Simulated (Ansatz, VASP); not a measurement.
One calculation of SnO2, two programs

```
Sn O
1.0
     4.73735   -0.07106   -0.07106
    -0.07106    4.73735   -0.07106
    -0.04780   -0.04780    3.18640
Sn O
2 4
Direct
  0.00000 0.00000 0.00000
  0.50000 0.50000 0.50000
  0.30562 0.30562 0.00000
  0.19438 0.80562 0.50000
  0.69438 0.69438 0.00000
  0.80562 0.19438 0.50000
```

Change from the starting cell: equal xy, yz and zx shear strains of -3 %.

Alike in both runs: task single point; functional PBE; k mesh 4 × 4 × 6; occupations fermi-dirac, width 0.03 eV; no spin polarisation.

```csv
,VASP,Ansatz
version,VASP 6.6.1,Ansatz 0.2.0
potentials or method,"VASP PAW PBE potentials, release 64 (Sn_d, O), cutoff 520 eV","all-electron LAPW, scalar-relativistic"
```

Ansatz gave:

```
gap on the k mesh at the Fermi level (eV)                     : 1.26
pressure (GPa)                                                : 11.4
traceless stress, the component that is largest in VASP (GPa) : 6.57
rms of the force components (eV/Å)                            : 0.144
```

Problem. Estimate VASP's values.

Solution. gap on the k mesh at the Fermi level (eV): 1.25; pressure (GPa): 12.1; traceless stress, the component that is largest in VASP (GPa): 6.60; rms of the force components (eV/Å): 0.150.

Atom by atom the forces differ by 0.010 eV/Å (rms over components). Ansatz ran all-electron here, and VASP with PAW potentials.
